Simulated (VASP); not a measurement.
# K (Im-3m) in VASP: single point with PBEsol

Aim: the single point of K with PBEsol.

All numbers are computed with VASP 6.6.1; they aren't measurements. Logs are shortened: lines on timing, memory, paths and dates and some standing lists are left out, and cuts for length are marked.

## 1. The cell of the first run

It takes space group Im-3m (No. 229, cubic). Conventional cell: a = 5.236 Å, b = 5.236 Å, c = 5.236 Å, α = 90.00°, β = 90.00°, γ = 90.00°.

## 2. Single point, PBEsol

The input, INCAR:

```
PREC = Accurate ; ENCUT = 520
EDIFF = 1E-6 ; ISMEAR = 0
SIGMA = 0.15 ; LREAL = F
LASPH = T ; NELM = 60
ALGO = Normal ; ISIF = 2
LWAVE = F ; LCHARG = T
GGA = PS ; LELF = T
LVHAR = T ; NBANDS = 10
```

The input, KPOINTS:

```
Automatic mesh
0
Gamma
  14 14 14
```

The input, POSCAR:

```
K
1.0
   -2.6180000000      2.6180000000      2.6180000000
    2.6180000000     -2.6180000000      2.6180000000
    2.6180000000      2.6180000000     -2.6180000000
K
1
Direct
    0.0000000000      0.0000000000      0.0000000000
```

Potentials or basis: VASP PAW PBE potentials, release 64 (K_sv).

The run is started by

```console
$ cat potpaw_PBE.64/K_sv/POTCAR > POTCAR
$ mpirun -np 1 vasp_std > vasp.out
```

OUTCAR:

```text
PREC = Accurate
   ENCUT = 520
   EDIFF = 1E-6
   ISMEAR = 0
   LREAL = F
   LASPH = T
   NELM = 60
   ISIF = 2
   GGA = PS

 ion  position               nearest neighbor table
   1  0.000  0.000  0.000-

  LATTYP: Found a body centered cubic cell.
 ALAT       =     5.2360000000

  Lattice vectors:

 A1 = (  -2.6180000000,   2.6180000000,   2.6180000000)
 A2 = (   2.6180000000,  -2.6180000000,   2.6180000000)
 A3 = (   2.6180000000,   2.6180000000,  -2.6180000000)

Analysis of symmetry for initial positions (statically):
=====================================================================
 Subroutine PRICEL returns:
 Original cell was already a primitive cell.

 Routine SETGRP: Setting up the symmetry group for a
 body centered cubic supercell.

 Subroutine GETGRP returns: Found 48 space group operations
 (whereof 48 operations were pure point group operations)
 out of a pool of 48 trial point group operations.

The static configuration has the point symmetry O_h .

Analysis of symmetry for dynamics (positions and initial velocities):
=====================================================================
 Subroutine PRICEL returns:
 Original cell was already a primitive cell.

 Routine SETGRP: Setting up the symmetry group for a
 body centered cubic supercell.

 Subroutine GETGRP returns: Found 48 space group operations
 (whereof 48 operations were pure point group operations)
 out of a pool of 48 trial point group operations.

The dynamic configuration has the point symmetry O_h .

 Subroutine INISYM returns: Found 48 space group operations
 (whereof 48 operations are pure point group operations),
 and found     1 'primitive' translations

----------------------------------------------------------------------------------------

                                     Primitive cell

  volume of cell :      71.7743

  direct lattice vectors                    reciprocal lattice vectors
    -2.618000000  2.618000000  2.618000000     0.000000000  0.190985485  0.190985485
     2.618000000 -2.618000000  2.618000000     0.190985485  0.000000000  0.190985485
     2.618000000  2.618000000 -2.618000000     0.190985485  0.190985485  0.000000000

  length of vectors
     4.534509014  4.534509014  4.534509014     0.270094263  0.270094263  0.270094263

  position of ions in fractional coordinates (direct lattice)
     0.000000000  0.000000000  0.000000000

  ion indices of the primitive-cell ions
   primitive index   ion index
                 1           1

----------------------------------------------------------------------------------------

 KPOINTS: Automatic mesh

Automatic generation of k-mesh.
 Grid dimensions read from file:
 generate k-points for:   14   14   14

 Generating k-lattice:

  Cartesian coordinates                     Fractional coordinates (reciprocal lattice)
     0.000000000  0.013641820  0.013641820     0.071428571  0.000000000  0.000000000
     0.013641820  0.000000000  0.013641820     0.000000000  0.071428571  0.000000000
     0.013641820  0.013641820  0.000000000     0.000000000  0.000000000  0.071428571

  Length of vectors
     0.019292447  0.019292447  0.019292447

  Shift w.r.t. Gamma in fractional coordinates (k-lattice)
     0.000000000  0.000000000  0.000000000

 Subroutine IBZKPT returns following result:
 ===========================================

 Found    104 irreducible k-points:

 Following reciprocal coordinates:
            Coordinates               Weight
  0.000000  0.000000  0.000000      1.000000
  0.071429  0.000000  0.000000     12.000000
  0.142857  0.000000  0.000000     12.000000
  0.214286  0.000000  0.000000     12.000000
  0.285714  0.000000  0.000000     12.000000
  0.357143  0.000000  0.000000     12.000000
[... 16 lines left out ...]
  0.285714  0.285714  0.000000     24.000000
  0.357143  0.285714  0.000000     24.000000
 [... further k-points ...]
   k-points           NKPTS =    104   k-points in BZ     NKDIM =    104   number of bands    NBANDS=     10
   number of dos      NEDOS =    301   number of ions     NIONS =      1
   total plane-waves  NPLWV =  46656
   dimension x,y,z NGX =    36 NGY =   36 NGZ =   36
   dimension x,y,z NGXF=    72 NGYF=   72 NGZF=   72
   ions per type =               1
   NGX,Y,Z   is equivalent  to a cutoff of  13.20, 13.20, 13.20 a.u.
   NGXF,Y,Z  is equivalent  to a cutoff of  26.40, 26.40, 26.40 a.u.
 SYSTEM =  unknown system
   PREC   = accura    normal or accurate (medium, high low for compatibility)
   ISTART =      0    job   : 0-new  1-cont  2-samecut
   ICHARG =      2    charge: 1-file 2-atom 10-const
   ISPIN  =      1    spin polarized calculation?
   LNONCOLLINEAR =      F non collinear calculations
   LSORBIT =      F    spin-orbit coupling
   LASPH  =      T    aspherical Exc in radial PAW
   ENCUT  =  520.0 eV  38.22 Ry    6.18 a.u.   8.43  8.43  8.43*2*pi/ulx,y,z
   NELM   =     60;   NELMIN=  2; NELMDL= -5     # of ELM steps
   EDIFF  = 0.1E-05   stopping-criterion for ELM
   LREAL  =      F    real-space projection
   EDIFFG = 0.1E-04   stopping-criterion for IOM
   NSW    =      0    number of steps for IOM
   IBRION =     -1    ionic relax: 0-MD 1-quasi-New 2-CG
   NFREE  =      0    steps in history (QN), initial steepest desc. (CG)
   ISIF   =      2    stress and relaxation
   ISYM   =      2    0-nonsym 1-usesym 2-fastsym
   POTIM  = 0.5000    time-step for ionic-motion
   TEBEG  =    0.0;   TEEND  =   0.0 temperature during run
   PSTRESS=    0.0 pullay stress
   NELECT =       9.0000    total number of electrons
   NUPDOWN=      -1.0000    fix difference up-down
   EMIN   =  10.00;   EMAX   =-10.00  energy-range for DOS
   EFERMI =   0.00;   METHOD = LEGACY
   ISMEAR =     0;   SIGMA  =   0.15  broadening in eV -4-tet -1-fermi 0-gaus
   EFERMI_NEDOS =   21; number of points for ismear=-14 and -15
   IALGO  =     38    algorithm
   IMIX   =      4    mixing-type and parameters
     AMIX     =   0.40;   BMIX     =  1.00
     AMIX_MAG =   1.60;   BMIX_MAG =  1.00
  volume/ion in A,a.u.               =      71.77       484.36
  Fermi-wavevector in a.u.,A,eV,Ry     =   0.819406  1.548454  9.135317  0.671427
  Thomas-Fermi vector in A             =   1.930206
   LORBIT       =      0    0 simple, 1 ext, 2 COOP (PROOUT), +10 PAW based schemes
   GGA     = PS    functional components
   LHFCALC =     F    Hartree Fock is set to
   AEXX    =    0.0000 exact exchange contribution
   IVDW    =     0    specifies the selected vdW correction
   LEPSILON=     F    determine dielectric tensor
   LRPA    =     F    only Hartree local field effects (RPA)
 non-spin polarized calculation
 Gauss-broadening in eV      SIGMA  =   0.15
  energy-cutoff  :      520.00
  volume of cell :       71.77
 maximum number of plane-waves:      1961
 NGX is ok and might be reduce to    36
   NGX = 17   NGY = 17   NGZ = 17

 number of electron       9.0000001 magnetization

 Free energy of the ion-electron system (eV)
  ---------------------------------------------------
  ext. energy  EPLUGINS =         0.00000000
  ---------------------------------------------------
  free energy    TOTEN  =        -1.13768157 eV

  energy without entropy =       -1.12904083  energy(sigma->0) =       -1.13336120

 E-fermi :  -0.1154     XC(G=0):  -5.7575

 val. band max:       -0.1370272909   @ k =   0.2857   0.2143   0.0000
 cond. band min:      -0.0938769914   @ k =   0.3571   0.0714   0.0714
 fundamental gap:      0.0431502995
 Fermi energy:        -0.1153928740

 k-point     1 :       0.0000    0.0000    0.0000
  band No.  band energies     occupation
      1     -32.0923      2.00000
      2     -15.6003      2.00000
      3     -15.6003      2.00000
      4     -15.6003      2.00000
      5      -2.3079      2.00000
      6       4.2051      0.00000
      7       4.2051      0.00000
      8       4.2051      0.00000
      9       5.1410      0.00000
     10       5.1410      0.00000

 k-point     2 :       0.0714    0.0000    0.0000
  band No.  band energies     occupation
      1     -32.0921      2.00000
      2     -15.6041      2.00000
      3     -15.6016      2.00000
      4     -15.6003      2.00000
      5      -2.2430      2.00000
      6       4.1133      0.00000
      7       4.1187      0.00000
      8       4.2573      0.00000
      9       5.0109      0.00000
     10       5.1232      0.00000

 k-point     3 :       0.1429    0.0000    0.0000
  band No.  band energies     occupation
      1     -32.0914      2.00000
      2     -15.6147      2.00000
      3     -15.6051      2.00000
      4     -15.6003      2.00000
      5      -2.0506      2.00000
      6       3.7488      0.00000
      7       3.9049      0.00000
      8       4.4128      0.00000
      9       4.8905      0.00000
     10       5.0894      0.00000

 k-point     4 :       0.2143    0.0000    0.0000
  band No.  band energies     occupation
      1     -32.0905      2.00000
      2     -15.6298      2.00000
      3     -15.6101      2.00000
      4     -15.6003      2.00000
      5      -1.7373      2.00000
      6       3.1629      0.00000
      7       3.6466      0.00000
      8       4.6683      0.00000
      9       4.9221      0.00000
     10       5.0796      0.00000

 k-point     5 :       0.2857    0.0000    0.0000
  band No.  band energies     occupation
      1     -32.0894      2.00000
      2     -15.6464      2.00000
      3     -15.6157      2.00000
      4     -15.6003      2.00000
      5      -1.3140      2.00000
      6       2.5045      0.00000
      7       3.4056      0.00000
      8       4.9829      0.00000
      9       5.0181      0.00000
     10       5.1275      0.00000

 k-point     6 :       0.3571    0.0000    0.0000
  band No.  band energies     occupation
      1     -32.0885      2.00000
      2     -15.6613      2.00000
      3     -15.6208      2.00000
      4     -15.6003      2.00000
      5      -0.7961      2.00000
      6       1.8269      0.00000
      7       3.2166      0.00000
      8       4.9631      0.00000
      9       5.2531      0.00000
     10       5.4544      0.00000

 k-point     7 :       0.4286    0.0000    0.0000
  band No.  band energies     occupation
      1     -32.0878      2.00000
      2     -15.6715      2.00000
      3     -15.6242      2.00000
      4     -15.6003      2.00000
      5      -0.2057      1.60569
      6       1.1470      0.00000
      7       3.0976      0.00000
      8       4.8658      0.00000
      9       5.4628      0.00000
     10       5.9667      0.00000

 k-point     8 :       0.5000    0.0000    0.0000
  band No.  band energies     occupation
      1     -32.0876      2.00000
      2     -15.6752      2.00000
      3     -15.6255      2.00000
      4     -15.6003      2.00000
      5       0.3286      0.00003
      6       0.5840      0.00000
      7       3.0572      0.00000
      8       4.8126      0.00000
      9       5.6782      0.00000
     10       5.9067      0.00000

 k-point     9 :       0.0714    0.0714    0.0000
  band No.  band energies     occupation
      1     -32.0916      2.00000
      2     -15.6114      2.00000
      3     -15.6029      2.00000
      4     -15.6012      2.00000
      5      -2.1144      2.00000
      6       3.9065      0.00000
      7       3.9461      0.00000
      8       4.3583      0.00000
      9       4.8497      0.00000
     10       5.1519      0.00000
[... 118 lines left out ...]
 k-point    19 :       0.4286    0.1429    0.0000
  band No.  band energies     occupation
      1     -32.0874      2.00000
      2     -15.6703      2.00000
      3     -15.6299      2.00000
      4     -15.6051      2.00000
      5       0.5245      0.00000
      6       0.6747      0.00000
      7       2.6955      0.00000
      8       4.5329      0.00000
      9       5.6082      0.00000
     10       5.6576      0.00000

 k-point    20 :       0.2143    0.2143    0.0000
  band No.  band energies     occupation
      1     -32.0882      2.00000
      2     -15.6573      2.00000
      3     -15.6236      2.00000
      4     -15.6067      2.00000
      5      -0.6780      2.00000
      6       2.1486      0.00000
      7       2.6654      0.00000
      8       4.8672      0.00000
      9       4.8966      0.00000
     10       5.6299      0.00000

 k-point    21 :       0.2857    0.2143    0.0000
  band No.  band energies     occupation
      1     -32.0876      2.00000
      2     -15.6623      2.00000
      3     -15.6310      2.00000
      4     -15.6077      2.00000
      5      -0.1370      1.16162
      6       1.6710      0.00000
      7       2.3876      0.00000
      8       4.6730      0.00000
      9       5.0549      0.00000
     10       5.6909      0.00000

 k-point    22 :       0.3571    0.2143   -0.0000
  band No.  band energies     occupation
      1     -32.0872      2.00000
      2     -15.6644      2.00000
      3     -15.6360      2.00000
      4     -15.6081      2.00000
      5       0.4620      0.00000
      6       1.0839      0.00000
      7       2.2618      0.00000
      8       4.5190      0.00000
      9       5.2851      0.00000
     10       5.5788      0.00000

 k-point    23 :       0.2857    0.2857    0.0000
  band No.  band energies     occupation
      1     -32.0872      2.00000
      2     -15.6603      2.00000
      3     -15.6402      2.00000
      4     -15.6091      2.00000
      5       0.4178      0.00000
      6       1.4425      0.00000
      7       1.9082      0.00000
      8       4.5645      0.00000
      9       5.1109      0.00000
     10       5.5652      0.00000

 k-point    24 :       0.3571    0.2857    0.0000
  band No.  band energies     occupation
      1     -32.0870      2.00000
      2     -15.6573      2.00000
      3     -15.6458      2.00000
      4     -15.6095      2.00000
      5       0.9549      0.00000
      6       1.0366      0.00000
      7       1.7208      0.00000
      8       4.5101      0.00000
      9       5.2485      0.00000
     10       5.3948      0.00000

 [... further k-points ...]
[... 5 lines left out ...]
  --------------------------------------------------------------------------------------
  -------------------------------------------------------------------------------------
  Total       -0.0233540     -0.0233540     -0.0233540      0.0000000     -0.0000000      0.0000000
  in kB       -0.5213185     -0.5213185     -0.5213185      0.0000000     -0.0000000      0.0000000
  external PRESSURE =      -0.5213185 kB  Pullay stress =       0.0000000 kB

 VOLUME and BASIS-vectors are now :
 -----------------------------------------------------------------------------
  energy-cutoff  :      520.00
  volume of cell :       71.77
      direct lattice vectors                 reciprocal lattice vectors
    -2.618000000  2.618000000  2.618000000     0.000000000  0.190985485  0.190985485
     2.618000000 -2.618000000  2.618000000     0.190985485  0.000000000  0.190985485
     2.618000000  2.618000000 -2.618000000     0.190985485  0.190985485  0.000000000

 POSITION                                       TOTAL-FORCE (eV/Angst)
 -----------------------------------------------------------------------------------
      0.00000      0.00000      0.00000         0.000000      0.000000      0.000000
 -----------------------------------------------------------------------------------
    total drift:                               -0.000000      0.000000      0.000000

  FREE ENERGIE OF THE ION-ELECTRON SYSTEM (eV)
  ---------------------------------------------------
  free  energy   TOTEN  =        -1.1376815710 eV

  energy  without entropy=       -1.1290408350  energy(sigma->0) =       -1.13336120
```

Wall time 31 s (1 thread of Intel Xeon 6975P-C, shared host); peak memory 0.24 GiB.

Results:

- Free energy: -1.1377 eV
- Pressure: -0.1 GPa

Levels at points of the mesh, in eV from the Fermi level:
```tsv
k point	band 1	band 2	band 3	band 4	band 5	band 6	band 7	band 8
(0.00, 0.00, 0.00)	-31.98	-15.48	-15.48	-15.48	-2.19	4.32	4.32	4.32
(0.50, 0.00, 0.00)	-31.97	-15.56	-15.51	-15.48	0.44	0.70	3.17	4.93
(0.50, 0.50, 0.50)	-31.97	-15.54	-15.54	-15.54	1.66	1.66	3.53	3.53
```

Caveat: the PAW data sets were made with another functional, which shifts forces and pressure a little.
